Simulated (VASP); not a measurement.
# Co (Pm-3m) in VASP: notebook, part 2 of 2

VASP 6.6.1. The steps go on from the part before.

## 4. Relaxation of cell and atoms, revPBE, collinear spin, ferromagnetic start

This run uses another cell than the first one, of 11.96 Å³/atom, 0.844 times its volume.

Input file INCAR:

```
SYSTEM = Co
PREC = Accurate
ENCUT = 600
EDIFF = 1E-6
ISMEAR = -1
SIGMA = 0.05
LREAL = .FALSE.
LASPH = .TRUE.
NELM = 150
ALGO = Normal
ISIF = 3
LWAVE = .FALSE.
LCHARG = .FALSE.
ISPIN = 2
MAGMOM = 1.7
LORBIT = 11
LMAXMIX = 4
GGA = RE
IBRION = 2
NSW = 80
EDIFFG = -0.01
```

Input file KPOINTS:

```
Automatic mesh
0
G
  14 14 14
  0 0 0
```

Input file POSCAR:

```
Co
1.0
    2.2868488050      0.0000000000      0.0000000000
    0.0000000000      2.2868488050      0.0000000000
    0.0000000000      0.0000000000      2.2868488050
Co
1
Direct
    0.0000000000      0.0000000000      0.0000000000
```

Potentials or basis: VASP PAW PBE potentials, release 64 (Co).

Command:

```
$ cat potpaw_PBE.64/Co/POTCAR > POTCAR
$ mpirun -np 1 vasp_std > vasp.out
```

OUTCAR:

```text
SYSTEM = Co
   PREC = Accurate
   ENCUT = 600
   EDIFF = 1E-6
   ISMEAR = -1
   LREAL = .FALSE.
   LASPH = .TRUE.
   NELM = 150
   ISIF = 3
   ISPIN = 2
   LORBIT = 11
   GGA = RE
   IBRION = 2
   NSW = 80
   EDIFFG = -0.01

 ion  position               nearest neighbor table
   1  0.000  0.000  0.000-

  LATTYP: Found a simple cubic cell.
 ALAT       =     2.2868488050

  Lattice vectors:

 A1 = (   2.2868488050,   0.0000000000,   0.0000000000)
 A2 = (   0.0000000000,   2.2868488050,   0.0000000000)
 A3 = (   0.0000000000,   0.0000000000,   2.2868488050)

Analysis of symmetry for initial positions (statically):
=====================================================================
 Subroutine PRICEL returns:
 Original cell was already a primitive cell.

 Routine SETGRP: Setting up the symmetry group for a
 simple cubic supercell.

 Subroutine GETGRP returns: Found 48 space group operations
 (whereof 48 operations were pure point group operations)
[... 299 lines left out ...]

 k-point     1 :       0.0000    0.0000    0.0000
  band No.  band energies     occupation
      1       0.1401      1.00000
      2       3.9790      1.00000
      3       3.9790      1.00000
      4       7.0089      1.00000
      5       7.0089      1.00000
      6       7.0089      1.00000
      7      26.8687      0.00000
      8      26.8687      0.00000
      9      26.8687      0.00000
[... 265 lines left out ...]
 k-point    24 :       0.3571    0.2143    0.0000
  band No.  band energies     occupation
      1       3.7195      1.00000
      2       4.5712      1.00000
      3       5.4517      1.00000
      4       6.2117      1.00000
      5       6.6975      1.00000
      6       7.2322      1.00000
      7      15.1083      0.00000
      8      22.9736      0.00000
      9      30.1445      0.00000

 [... further k-points ...]

 spin component 2

 k-point     1 :       0.0000    0.0000    0.0000
  band No.  band energies     occupation
      1       0.2564      1.00000
      2       5.3206      1.00000
      3       5.3206      1.00000
      4       9.4291      0.00000
      5       9.4291      0.00000
      6       9.4292      0.00000
      7      27.2274      0.00000
      8      27.2274      0.00000
      9      27.2274      0.00000
[... 304 lines left out ...]
  FREE ENERGIE OF THE ION-ELECTRON SYSTEM (eV)
  ---------------------------------------------------
  free  energy   TOTEN  =        -5.8906396729 eV

  energy  without entropy=       -5.8774170339  energy(sigma->0) =       -5.88402835

 reached required accuracy - stopping structural energy minimisation

 total charge

# of ion       s       p       d       tot
------------------------------------------
    1        0.487   0.395   7.252   8.134

 magnetization (x)

# of ion       s       p       d       tot
------------------------------------------
    1        0.006  -0.010   1.903   1.899
```

OSZICAR:

```text
N       E                     dE             d eps       ncg     rms          rms(c)
DAV:   1     0.240822843769E+02    0.24082E+02   -0.46107E+03  4344   0.130E+03
DAV:   2    -0.599813296922E+01   -0.30080E+02   -0.29093E+02  4368   0.158E+02
[... 35 lines left out ...]
       N       E                     dE             d eps       ncg     rms          rms(c)
DAV:   1    -0.589100184812E+01   -0.36807E-03   -0.67442E-03  4562   0.138E+00    0.150E-01
DAV:   2    -0.589072770014E+01    0.27415E-03   -0.46288E-03  4558   0.100E+00    0.110E-01
DAV:   3    -0.589064835923E+01    0.79341E-04   -0.54357E-04  4563   0.368E-01    0.455E-02
DAV:   4    -0.589064381169E+01    0.45475E-05   -0.15137E-06  3960   0.181E-02    0.139E-02
DAV:   5    -0.589063977731E+01    0.40344E-05   -0.50224E-06  2530   0.180E-02    0.255E-03
DAV:   6    -0.589063967292E+01    0.10439E-06   -0.21651E-07  2177   0.493E-03
   4 F= -.58906397E+01 E0= -.58840284E+01  d E =-.457529E-01  mag=     1.8862
```

Run time: 87 s. Hardware: 1 thread of Intel Xeon Platinum 8375C at 2.90GHz (Ice Lake), shared host; peak memory 0.15 GiB.

What came out:

```
Free energy                                           : -5.8906 eV
Relaxed volume                                        : 13.06 Å³/atom
Relaxed cell                                          : a = 2.355 Å, b = 2.355 Å, c = 2.355 Å, α = 90.00°, β = 90.00°, γ = 90.00°
Space group after relaxing (to 0.05 Å)                : Pm-3m (No. 221)
Energy gained by relaxing                             : 45.8 meV/atom
Ionic steps                                           : 4
Pressure after relaxing                               : 0.1 GPa
Net moment                                            : 1.89 μB per cell
Site moments                                          : Co +1.90 μB
Valence electrons inside the program's atomic spheres : Co 8.13
```

Step by step:
```
step  energy change (eV)  largest force (eV/Å)  pressure (GPa)  volume (Å³)
   1              0.0000                0.0000           13.68        11.96
   2             -0.0288                0.0000           -6.85        13.82
   3             -0.0457                0.0000           -0.17        13.08
   4             -0.0458                0.0000            0.11        13.06
```

Final structure:
```
CELL_PARAMETERS angstrom
2.35480 0.00000 0.00000
0.00000 2.35480 0.00000
0.00000 0.00000 2.35480
ATOMIC_POSITIONS crystal
Co 0.00000 0.00000 0.00000
```

Caveat: the PAW data sets were made with another functional, which shifts forces and pressure a little.

## 5. Single point, revPBE, collinear spin, ferromagnetic start

This run uses another cell than the first one, of 13.12 Å³/atom, 0.926 times its volume.

Input file INCAR:

```
ALGO     = Normal         # electronic algorithm
EDIFF    = 1E-6           # SCF threshold, eV
ENCUT    = 520            # plane-wave cutoff, eV
GGA      = RE             # functional
ISIF     = 2              # what is computed and relaxed
ISMEAR   = -1             # smearing method
ISPIN    = 2              # spin polarisation
LASPH    = T              # aspherical terms in the spheres
LCHARG   = F              # write CHGCAR
LMAXMIX  = 4              # l up to which the mixer works
LORBIT   = 11             # projections on sites
LREAL    = F              # projectors in reciprocal space
LWAVE    = F              # write WAVECAR
MAGMOM   = 1.922          # initial moments
NBANDS   = 14             # bands
NELM     = 150            # most SCF steps
PREC     = Accurate       # precision mode
SIGMA    = 0.05           # smearing width, eV
```

Input file KPOINTS:

```
k-points
0
Gamma
  22 22 22
```

Input file POSCAR:

```
Co
1.0
    2.3585104281      0.0000000000      0.0000000000
    0.0000000000      2.3585104281      0.0000000000
    0.0000000000      0.0000000000      2.3585104281
Co
1
Direct
    0.0000000000      0.0000000000      0.0000000000
```

Command:

```
$ cat potpaw_PBE.64/Co/POTCAR > POTCAR
$ mpirun -np 1 vasp_std > vasp.out
```

Run time: 2.2 min. Hardware: 1 thread of Intel Xeon Platinum 8375C at 2.90GHz (Ice Lake), shared host; peak memory 0.21 GiB.

Results (log left out):

```
Free energy                                           : -5.8923 eV
Pressure                                              : -0.6 GPa
Net moment                                            : 1.89 μB per cell
Site moments                                          : Co +1.90 μB
Valence electrons inside the program's atomic spheres : Co 8.13
```

Levels at points of the mesh, in eV from the Fermi level:
Spin up:
```
           k point  band 2  band 3  band 4  band 5  band 6  band 7  band 8  band 9
(0.00, 0.00, 0.00)   -4.28   -4.28   -1.27   -1.27   -1.27   18.55   18.55   18.55
(0.50, 0.00, 0.00)   -3.85   -2.32   -2.32   -1.34   -1.18    3.25   23.12   25.54
(0.50, 0.50, 0.00)   -3.45   -2.11   -2.11   -0.18    4.77    4.77   10.56   10.94
(0.50, 0.50, 0.50)   -4.17   -4.17   -0.12   -0.12   11.27   11.27   11.27   12.92
```
Spin down:
```
           k point  band 1  band 2  band 3  band 4  band 5  band 6  band 7  band 8
(0.00, 0.00, 0.00)   -7.99   -2.93   -2.93    1.15    1.15    1.15   18.90   18.90
(0.50, 0.00, 0.00)   -3.55   -2.42   -1.35   -0.06   -0.06    1.26    4.44   22.90
(0.50, 0.50, 0.00)   -3.52   -2.09    0.19    0.19    1.59    4.92    4.92   11.22
(0.50, 0.50, 0.50)   -2.35   -2.35   -2.35    1.65    1.65   11.63   11.63   11.63
```

Caveat: the PAW data sets were made with another functional, which shifts forces and pressure a little.

## 6. Single point, revPBE (volume scaled by 0.92)

Input file INCAR:

```
SYSTEM = Co
  PREC = Accurate
  ENCUT = 600
  EDIFF = 1E-6
  ISMEAR = -1
  SIGMA = 0.1
  LREAL = .FALSE.
  LASPH = .TRUE.
  NELM = 120
  ALGO = Normal
  ISIF = 2
  LWAVE = .FALSE.
  LCHARG = .TRUE.
  GGA = RE
  LELF = .TRUE.
  LVHAR = .TRUE.
  NBANDS = 14
  GGA_COMPAT = .FALSE.
```

Input file KPOINTS:

```
regular mesh
0
G
  15 15 15
  0 0 0
```

Input file POSCAR:

```
Co
1.0
    2.2368331903      0.0000000000      0.0000000000
    0.0000000000      2.2368331903      0.0000000000
    0.0000000000      0.0000000000      2.2368331903
Co
1
Direct
    0.0000000000      0.0000000000      0.0000000000
```

Potentials or basis: VASP PAW PBE potentials, release 64 (Co_sv).

Command:

```
$ cat potpaw_PBE.64/Co_sv/POTCAR > POTCAR
$ mpirun -np 1 vasp_std > vasp.out
```

Wall time 15 s (1 thread of AMD EPYC 9R45 (Zen 5), shared host); peak memory 0.1 GiB.

Results (log left out):

- Free energy: -5.6387 eV
- Pressure: 13.8 GPa

Levels at points of the mesh, in eV from the Fermi level:
| k point | band 6 | band 7 | band 8 | band 9 | band 10 | band 11 | band 12 | band 13 |
| --- | --- | --- | --- | --- | --- | --- | --- | --- |
| (0.00, 0.00, 0.00) | -3.92 | -3.92 | 0.54 | 0.54 | 0.54 | 20.96 | 20.96 | 20.96 |

Caveat: the cell differs from its parent crystal (volume scaled by 0.92); the PAW data sets were made with another functional, which shifts forces and pressure a little; the run has no spin polarisation, though such a crystal can be magnetic. Spin polarisation is off, so any magnetic state and its effect on volume and gap are missing.

## 7. The runs side by side

| task | potentials or basis | spin | cell | k mesh | cutoff (eV) | smearing | second run | gap on the mesh (eV) | pressure (GPa) | moment (μB) |
| --- | --- | --- | --- | --- | --- | --- | --- | --- | --- | --- |
| single point | VASP PAW PBE potentials, release 64 (Co) | collinear, ferromagnetic start | a = 2.420 Å, 1 atom | 15 × 15 × 15 | 520 | fermi-dirac 0.05 eV | - | none | -9.2 | 1.93 |
| single point | VASP PAW PBE potentials, release 64 (Co) | collinear, ferromagnetic start | a = 2.449 Å, 1 atom | 15 × 15 × 15 | 520 | fermi-dirac 0.05 eV | - | none | -12.4 | 1.95 |
| relaxation of cell and atoms | VASP PAW PBE potentials, release 64 (Co) | collinear, ferromagnetic start | relaxed from a = 2.287 Å, 1 atom | 14 × 14 × 14 | 600 | fermi-dirac 0.05 eV | - | none | 0.1 | 1.89 |
| single point | VASP PAW PBE potentials, release 64 (Co) | collinear, ferromagnetic start | a = 2.359 Å, 1 atom | 22 × 22 × 22 | 520 | fermi-dirac 0.05 eV | - | none | -0.6 | 1.89 |
| single point | VASP PAW PBE potentials, release 64 (Co_sv) | off | a = 2.237 Å, 1 atom | 15 × 15 × 15 | 600 | fermi-dirac 0.1 eV | valence_matched | none | 13.8 | - |

Alike in all rows: level revPBE.

Caveats: the PAW data sets were made with another functional, which shifts forces and pressure a little.

Total energies depend on the potentials used, so only differences within one code and one set of settings carry meaning.
